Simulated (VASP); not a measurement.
# Al (Fm-3m) in VASP: a series of runs

The runs below take Al through single point, with PBE.

All numbers are computed with VASP 6.6.1; they aren't measurements. Logs are shortened: lines on timing, memory, paths and dates and some standing lists are left out, and cuts for length are marked.

### 1 The cell of the first run

It takes space group Fm-3m (No. 225, cubic). The conventional cell has a = 3.724 Å, b = 3.724 Å, c = 3.724 Å, α = 90.00°, β = 90.00°, γ = 90.00°. Al (site symmetry m-3m) has 12 Al at 2.63 Å within 3.5 Å.

### 2 Single point, PBE (strain -0.080 along x and y, -0.080 along z)

INCAR reads:

```
ALGO = Normal
EDIFF = 1E-7
ENCUT = 520
GGA = PE
ISIF = 2
ISMEAR = 0
LASPH = T
LCHARG = F
LREAL = F
LWAVE = F
NBANDS = 8
NELM = 60
PREC = Accurate
SIGMA = 0.15
```

KPOINTS reads:

```
k-points
0
Gamma
  20 20 20
```

POSCAR reads:

```
Al
1.0
    0.0000000000      1.8620616000      1.8620616000
    1.8620616000      0.0000000000      1.8620616000
    1.8620616000      1.8620616000      0.0000000000
Al
1
Direct
    0.0000000000      0.0000000000      0.0000000000
```

Potentials or basis: VASP PAW PBE potentials, release 64 (Al).

On the command line:

```bash
cat potpaw_PBE.64/Al/POTCAR > POTCAR
mpirun -np 1 vasp_std > vasp.out
```

OUTCAR:

```text
EDIFF = 1E-7
   ENCUT = 520
   GGA = PE
   ISIF = 2
   ISMEAR = 0
   LASPH = T
   LREAL = F
   NELM = 60
   PREC = Accurate

 ion  position               nearest neighbor table
   1  0.000  0.000  0.000-

  LATTYP: Found a face centered cubic cell.
 ALAT       =     3.7241232000

  Lattice vectors:

 A1 = (   0.0000000000,   1.8620616000,   1.8620616000)
 A2 = (   1.8620616000,   0.0000000000,   1.8620616000)
 A3 = (   1.8620616000,   1.8620616000,   0.0000000000)

Analysis of symmetry for initial positions (statically):
=====================================================================
 Subroutine PRICEL returns:
 Original cell was already a primitive cell.

 Routine SETGRP: Setting up the symmetry group for a
 face centered cubic supercell.

 Subroutine GETGRP returns: Found 48 space group operations
 (whereof 48 operations were pure point group operations)
 out of a pool of 48 trial point group operations.

The static configuration has the point symmetry O_h .

Analysis of symmetry for dynamics (positions and initial velocities):
=====================================================================
 Subroutine PRICEL returns:
 Original cell was already a primitive cell.

 Routine SETGRP: Setting up the symmetry group for a
 face centered cubic supercell.

 Subroutine GETGRP returns: Found 48 space group operations
 (whereof 48 operations were pure point group operations)
 out of a pool of 48 trial point group operations.

The dynamic configuration has the point symmetry O_h .

 Subroutine INISYM returns: Found 48 space group operations
 (whereof 48 operations are pure point group operations),
 and found     1 'primitive' translations

----------------------------------------------------------------------------------------

                                     Primitive cell

  volume of cell :      12.9126

  direct lattice vectors                    reciprocal lattice vectors
     0.000000000  1.862061600  1.862061600    -0.268519581  0.268519581  0.268519581
     1.862061600  0.000000000  1.862061600     0.268519581 -0.268519581  0.268519581
     1.862061600  1.862061600  0.000000000     0.268519581  0.268519581 -0.268519581

  length of vectors
     2.633352769  2.633352769  2.633352769     0.465089557  0.465089557  0.465089557

  position of ions in fractional coordinates (direct lattice)
     0.000000000  0.000000000  0.000000000

  ion indices of the primitive-cell ions
   primitive index   ion index
                 1           1

----------------------------------------------------------------------------------------

 KPOINTS: k-points

Automatic generation of k-mesh.
 Grid dimensions read from file:
 generate k-points for:   20   20   20

 Generating k-lattice:

  Cartesian coordinates                     Fractional coordinates (reciprocal lattice)
    -0.013425979  0.013425979  0.013425979     0.050000000  0.000000000  0.000000000
     0.013425979 -0.013425979  0.013425979     0.000000000  0.050000000  0.000000000
     0.013425979  0.013425979 -0.013425979     0.000000000  0.000000000  0.050000000

  Length of vectors
     0.023254478  0.023254478  0.023254478

  Shift w.r.t. Gamma in fractional coordinates (k-lattice)
     0.000000000  0.000000000  0.000000000

 Subroutine IBZKPT returns following result:
 ===========================================

 Found    256 irreducible k-points:

 Following reciprocal coordinates:
            Coordinates               Weight
  0.000000  0.000000  0.000000      1.000000
  0.050000  0.000000  0.000000      8.000000
  0.100000  0.000000  0.000000      8.000000
  0.150000  0.000000  0.000000      8.000000
  0.200000  0.000000  0.000000      8.000000
  0.250000  0.000000  0.000000      8.000000
[... 16 lines left out ...]
 -0.400000  0.050000  0.000000     24.000000
 -0.350000  0.050000  0.000000     24.000000
 [... further k-points ...]
   k-points           NKPTS =    256   k-points in BZ     NKDIM =    256   number of bands    NBANDS=      8
   number of dos      NEDOS =    301   number of ions     NIONS =      1
   total plane-waves  NPLWV =   8000
   dimension x,y,z NGX =    20 NGY =   20 NGZ =   20
   dimension x,y,z NGXF=    40 NGYF=   40 NGZF=   40
   ions per type =               1
   NGX,Y,Z   is equivalent  to a cutoff of  12.63, 12.63, 12.63 a.u.
   NGXF,Y,Z  is equivalent  to a cutoff of  25.25, 25.25, 25.25 a.u.
 SYSTEM =  unknown system
   PREC   = accura    normal or accurate (medium, high low for compatibility)
   ISTART =      0    job   : 0-new  1-cont  2-samecut
   ICHARG =      2    charge: 1-file 2-atom 10-const
   ISPIN  =      1    spin polarized calculation?
   LNONCOLLINEAR =      F non collinear calculations
   LSORBIT =      F    spin-orbit coupling
   LASPH  =      T    aspherical Exc in radial PAW
   ENCUT  =  520.0 eV  38.22 Ry    6.18 a.u.   4.90  4.90  4.90*2*pi/ulx,y,z
   NELM   =     60;   NELMIN=  2; NELMDL= -5     # of ELM steps
   EDIFF  = 0.1E-06   stopping-criterion for ELM
   LREAL  =      F    real-space projection
   EDIFFG = 0.1E-05   stopping-criterion for IOM
   NSW    =      0    number of steps for IOM
   IBRION =     -1    ionic relax: 0-MD 1-quasi-New 2-CG
   NFREE  =      0    steps in history (QN), initial steepest desc. (CG)
   ISIF   =      2    stress and relaxation
   ISYM   =      2    0-nonsym 1-usesym 2-fastsym
   POTIM  = 0.5000    time-step for ionic-motion
   TEBEG  =    0.0;   TEEND  =   0.0 temperature during run
   PSTRESS=    0.0 pullay stress
   NELECT =       3.0000    total number of electrons
   NUPDOWN=      -1.0000    fix difference up-down
   EMIN   =  10.00;   EMAX   =-10.00  energy-range for DOS
   EFERMI =   0.00;   METHOD = LEGACY
   ISMEAR =     0;   SIGMA  =   0.15  broadening in eV -4-tet -1-fermi 0-gaus
   EFERMI_NEDOS =   21; number of points for ismear=-14 and -15
   IALGO  =     38    algorithm
   IMIX   =      4    mixing-type and parameters
     AMIX     =   0.40;   BMIX     =  1.00
     AMIX_MAG =   1.60;   BMIX_MAG =  1.00
  volume/ion in A,a.u.               =      12.91        87.14
  Fermi-wavevector in a.u.,A,eV,Ry     =   1.006417  1.901852 13.780998  1.012875
  Thomas-Fermi vector in A             =   2.139158
   LORBIT       =      0    0 simple, 1 ext, 2 COOP (PROOUT), +10 PAW based schemes
   GGA     = PE    functional components
[... 34 lines left out ...]
      4      24.8801      0.00000
      5      28.4343      0.00000
      6      28.4343      0.00000
      7      28.4343      0.00000
      8      29.1725      0.00000

 k-point     2 :       0.0500    0.0000    0.0000
  band No.  band energies     occupation
      1      -2.0470      2.00000
      2      23.6420      0.00000
      3      24.7418      0.00000
      4      24.7418      0.00000
      5      28.5744      0.00000
      6      28.7011      0.00000
      7      28.7011      0.00000
      8      30.1993      0.00000

 k-point     3 :       0.1000    0.0000    0.0000
  band No.  band energies     occupation
      1      -1.8077      2.00000
      2      21.4630      0.00000
      3      24.4229      0.00000
      4      24.4229      0.00000
      5      28.3852      0.00000
      6      29.4049      0.00000
      7      29.4049      0.00000
      8      31.5912      0.00000

 k-point     4 :       0.1500    0.0000    0.0000
  band No.  band energies     occupation
      1      -1.4100      2.00000
      2      19.1747      0.00000
      3      24.0672      0.00000
      4      24.0672      0.00000
      5      28.0906      0.00000
      6      30.3937      0.00000
      7      30.3953      0.00000
      8      30.4239      0.00000

 k-point     5 :       0.2000    0.0000    0.0000
  band No.  band energies     occupation
      1      -0.8557      2.00000
      2      16.9260      0.00000
      3      23.7549      0.00000
      4      23.7549      0.00000
      5      27.7974      0.00000
      6      29.2563      0.00000
      7      29.2563      0.00000
      8      31.5991      0.00000

 k-point     6 :       0.2500    0.0000    0.0000
  band No.  band energies     occupation
      1      -0.1473      2.00000
      2      14.7614      0.00000
      3      23.5209      0.00000
      4      23.5209      0.00000
      5      27.5648      0.00000
      6      28.1797      0.00000
      7      28.1797      0.00000
      8      32.8880      0.00000

 k-point     7 :       0.3000    0.0000    0.0000
  band No.  band energies     occupation
      1       0.7122      2.00000
      2      12.7011      0.00000
      3      23.3784      0.00000
      4      23.3784      0.00000
      5      27.2218      0.00000
      6      27.2218      0.00000
      7      27.4263      0.00000
      8      31.9461      0.00000

 k-point     8 :       0.3500    0.0000    0.0000
  band No.  band energies     occupation
      1       1.7187      2.00000
      2      10.7568      1.37472
      3      23.3282      0.00000
      4      23.3282      0.00000
      5      26.4037      0.00000
      6      26.4037      0.00000
      7      27.3942      0.00000
      8      31.0846      0.00000

 k-point     9 :       0.4000    0.0000    0.0000
  band No.  band energies     occupation
      1       2.8655      2.00000
      2       8.9386      2.00000
      3      23.3578      0.00000
      4      23.3578      0.00000
      5      25.7489      0.00000
      6      25.7489      0.00000
      7      27.4580      0.00000
      8      30.3561      0.00000

 k-point    10 :       0.4500    0.0000    0.0000
  band No.  band energies     occupation
      1       4.1346      2.00000
      2       7.2663      2.00000
      3      23.4300      0.00000
      4      23.4301      0.00000
      5      25.3000      0.00000
      6      25.3000      0.00000
      7      27.5710      0.00000
      8      29.8346      0.00000
[... 78 lines left out ...]
 k-point    18 :       0.3500    0.0500    0.0000
  band No.  band energies     occupation
      1       1.4359      2.00000
      2      11.4511      0.00000
      3      22.2923      0.00000
      4      23.3766      0.00000
      5      25.2897      0.00000
      6      27.8379      0.00000
      7      28.3849      0.00000
      8      31.8116      0.00000

 k-point    19 :       0.4000    0.0500    0.0000
  band No.  band energies     occupation
      1       2.5362      2.00000
      2       9.5923      2.00000
      3      22.3471      0.00000
      4      23.1076      0.00000
      5      24.8515      0.00000
      6      27.0727      0.00000
      7      28.4277      0.00000
      8      31.0731      0.00000

 k-point    20 :       0.4500    0.0500    0.0000
  band No.  band energies     occupation
      1       3.7678      2.00000
      2       7.8690      2.00000
      3      22.5183      0.00000
      4      22.7470      0.00000
      5      24.7553      0.00000
      6      26.4370      0.00000
      7      28.5271      0.00000
      8      30.4924      0.00000

 k-point    21 :       0.5000    0.0500    0.0000
  band No.  band energies     occupation
      1       5.0426      2.00000
      2       6.3704      2.00000
      3      22.3652      0.00000
      4      22.8025      0.00000
      5      24.9357      0.00000
      6      25.9381      0.00000
      7      28.5744      0.00000
      8      30.2173      0.00000

 k-point    22 :      -0.4500    0.0500    0.0000
  band No.  band energies     occupation
      1       4.6360      2.00000
      2       6.8217      2.00000
      3      22.0395      0.00000
      4      23.1883      0.00000
      5      25.3160      0.00000
      6      25.5883      0.00000
      7      28.4657      0.00000
      8      30.3643      0.00000

 k-point    23 :      -0.4000    0.0500    0.0000
  band No.  band energies     occupation
      1       3.3442      2.00000
      2       8.4265      2.00000
      3      21.8083      0.00000
      4      23.6428      0.00000
      5      25.4201      0.00000
      6      25.8553      0.00000
      7      28.2907      0.00000
      8      30.8443      0.00000

 k-point    24 :      -0.3500    0.0500    0.0000
  band No.  band energies     occupation
      1       2.1540      2.00000
      2      10.1971      2.00000
      3      21.6878      0.00000
      4      24.0783      0.00000
      5      25.5186      0.00000
      6      26.5295      0.00000
      7      28.1746      0.00000
      8      31.5232      0.00000

 [... further k-points ...]
[... 5 lines left out ...]
  --------------------------------------------------------------------------------------
  -------------------------------------------------------------------------------------
  Total        2.6456234      2.6456234      2.6456234      0.0000000     -0.0000000     -0.0000000
  in kB      328.2664292    328.2664292    328.2664292      0.0000000     -0.0000000     -0.0000000
  external PRESSURE =     328.2664292 kB  Pullay stress =       0.0000000 kB

 VOLUME and BASIS-vectors are now :
 -----------------------------------------------------------------------------
  energy-cutoff  :      520.00
  volume of cell :       12.91
      direct lattice vectors                 reciprocal lattice vectors
     0.000000000  1.862061600  1.862061600    -0.268519581  0.268519581  0.268519581
     1.862061600  0.000000000  1.862061600     0.268519581 -0.268519581  0.268519581
     1.862061600  1.862061600  0.000000000     0.268519581  0.268519581 -0.268519581

 POSITION                                       TOTAL-FORCE (eV/Angst)
 -----------------------------------------------------------------------------------
      0.00000      0.00000      0.00000         0.000000      0.000000     -0.000000
 -----------------------------------------------------------------------------------
    total drift:                                0.000000      0.000000     -0.000000

  FREE ENERGIE OF THE ION-ELECTRON SYSTEM (eV)
  ---------------------------------------------------
  free  energy   TOTEN  =        -3.4548288631 eV

  energy  without entropy=       -3.4515805282  energy(sigma->0) =       -3.45320470
```

Run time: 28 s. Hardware: 1 thread of Intel Xeon 8259CL, shared host; peak memory 0.13 GiB.

What came out:

* Free energy: -3.4548 eV
* Pressure: 32.8 GPa
* Band gap on the k mesh: zero (an odd number of electrons rules out a gap without spin polarisation)

Levels at points of the mesh, in eV from the Fermi level:
```
           k point  band 1  band 2  band 3  band 4  band 5
(0.00, 0.00, 0.00)  -12.94   14.07   14.07   14.07   17.63
(0.50, 0.00, 0.00)   -5.61   -4.74   12.66   12.66   14.32
(0.50, 0.50, 0.00)   -3.51   -1.76    5.29    6.89    6.89
```

Caveat: the cell differs from its parent crystal (strain -0.080 along x and y, -0.080 along z); the cell stands under pressure.

### 3 Single point, PBE (strain -0.040 along x and y, -0.040 along z)

INCAR reads:

```
SYSTEM = Al
PREC = Accurate ; ENCUT = 520
EDIFF = 1E-6 ; ISMEAR = 0
SIGMA = 0.15 ; LREAL = .FALSE.
LASPH = .TRUE. ; NELM = 60
ALGO = Fast ; ISIF = 2
LWAVE = .FALSE. ; LCHARG = .TRUE.
GGA = PE ; LELF = .TRUE.
LVHAR = .TRUE. ; NBANDS = 8
```

KPOINTS reads:

```
Automatic mesh
0
G
  20 20 20
  0 0 0
```

POSCAR reads:

```
Al
1.0
    0.0000000000      1.9430208000      1.9430208000
    1.9430208000      0.0000000000      1.9430208000
    1.9430208000      1.9430208000      0.0000000000
Al
1
Direct
    0.0000000000      0.0000000000      0.0000000000
```

Potentials or basis: VASP PAW PBE potentials, release 64 (Al).

On the command line:

```bash
cat potpaw_PBE.64/Al/POTCAR > POTCAR
mpirun -np 1 vasp_std > vasp.out
```

Run time: 28 s. Hardware: 1 thread of Intel Xeon 8259CL, shared host; peak memory 0.14 GiB.

Results (log left out):

- Free energy: -3.6882 eV
- Pressure: 11.8 GPa
- Band gap on the k mesh: zero (an odd number of electrons rules out a gap without spin polarisation)

Levels at points of the mesh, in eV from the Fermi level:
| k point | band 1 | band 2 | band 3 | band 4 | band 5 | band 6 |
| --- | --- | --- | --- | --- | --- | --- |
| (0.00, 0.00, 0.00) | -12.01 | 13.25 | 13.25 | 13.25 | 15.68 | 15.68 |
| (0.50, 0.00, 0.00) | -5.11 | -4.58 | 11.98 | 11.98 | 12.69 | 12.69 |
| (0.50, 0.50, 0.00) | -3.24 | -1.68 | 5.24 | 6.14 | 6.14 | 10.23 |

Caveat: the cell differs from its parent crystal (strain -0.040 along x and y, -0.040 along z); the cell stands under pressure.

### 4 Single point, PBE (strain +0.040 along x and y, +0.040 along z)

INCAR reads:

```
SYSTEM = Al
  ALGO = Fast
  EDIFF = 1E-7
  ENCUT = 520
  GGA = PE
  ISIF = 2
  ISMEAR = 0
  LASPH = .TRUE.
  LCHARG = .TRUE.
  LELF = .TRUE.
  LREAL = .FALSE.
  LVHAR = .TRUE.
  LWAVE = .FALSE.
  NBANDS = 8
  NELM = 80
  PREC = Accurate
  SIGMA = 0.15
```

KPOINTS reads:

```
k-points
0
G
  20 20 20
  0 0 0
```

POSCAR reads:

```
Al
1.0
    0.0000000000      2.1049392000      2.1049392000
    2.1049392000      0.0000000000      2.1049392000
    2.1049392000      2.1049392000      0.0000000000
Al
1
Direct
    0.0000000000      0.0000000000      0.0000000000
```

On the command line:

```bash
cat potpaw_PBE.64/Al/POTCAR > POTCAR
mpirun -np 1 vasp_std > vasp.out
```

Wall time 45 s (1 thread of Intel Xeon 8259CL, shared host); peak memory 0.16 GiB.

The run converged. Its results:

| Quantity | Value |
| --- | --- |
| Free energy | -3.6939 eV |
| Pressure | -7.1 GPa |
| Band gap on the k mesh | zero (an odd number of electrons rules out a gap without spin polarisation) |

Levels at points of the mesh, in eV from the Fermi level:
```
           k point  band 1  band 2  band 3  band 4  band 5  band 6
(0.00, 0.00, 0.00)  -10.33   11.94   11.94   11.94   12.56   12.56
(0.50, 0.00, 0.00)   -4.24   -4.13   10.15   10.15   10.89   10.89
(0.50, 0.50, 0.00)   -2.65   -1.63    5.04    5.04    5.21    8.00
```

Caveat: the cell differs from its parent crystal (strain +0.040 along x and y, +0.040 along z); the cell stands under tension.

### 5 Single point, PBE (strain +0.080 along x and y, +0.080 along z)

INCAR reads:

```
SYSTEM = Al
PREC = Accurate
ENCUT = 520
EDIFF = 1E-7
ISMEAR = 0
SIGMA = 0.15
LREAL = .False.
LASPH = .True.
NELM = 60
ALGO = Fast
ISIF = 2
LWAVE = .False.
LCHARG = .False.
GGA = PE
NBANDS = 8
```

KPOINTS reads:

```
regular mesh
0
Gamma
  20 20 20
  0 0 0
```

POSCAR reads:

```
Al
1.0
    0.0000000000      2.1858984000      2.1858984000
    2.1858984000      0.0000000000      2.1858984000
    2.1858984000      2.1858984000      0.0000000000
Al
1
Direct
    0.0000000000      0.0000000000      0.0000000000
```

On the command line:

```bash
cat potpaw_PBE.64/Al/POTCAR > POTCAR
mpirun -np 1 vasp_std > vasp.out
```

Wall time 45 s (1 thread of Intel Xeon 8259CL, shared host); peak memory 0.16 GiB.

It converged, with:

* Free energy: -3.5692 eV
* Pressure: -10.3 GPa
* Band gap on the k mesh: zero (an odd number of electrons rules out a gap without spin polarisation)

Levels at points of the mesh, in eV from the Fermi level:
```
           k point  band 1  band 2  band 3  band 4  band 5  band 6
(0.00, 0.00, 0.00)   -9.60   11.30   11.30   11.30   11.40   11.40
(0.50, 0.00, 0.00)   -4.09   -3.68    9.15    9.15   10.45   10.45
(0.50, 0.50, 0.00)   -2.35   -1.65    4.62    4.62    5.20    7.22
```

Caveat: the cell differs from its parent crystal (strain +0.080 along x and y, +0.080 along z); the cell stands under tension.

### 6 Summary

| cell | gap on the mesh (eV) | pressure (GPa) |
| --- | --- | --- |
| a = 2.633 Å, angles 60.0°, 1 atom | none | 32.8 |
| a = 2.748 Å, angles 60.0°, 1 atom | none | 11.8 |
| a = 2.977 Å, angles 60.0°, 1 atom | none | -7.1 |
| a = 3.091 Å, angles 60.0°, 1 atom | none | -10.3 |

Alike in all rows: task single point; level PBE; potentials or basis VASP PAW PBE potentials, release 64 (Al); no spin polarisation; k mesh 20 × 20 × 20; cutoff (eV) 520; smearing gaussian 0.15 eV.

Caveats: the cell stands under pressure (at least some runs); the cell stands under tension (at least some runs).

Absolute energies hang on the potentials; compare differences alone.
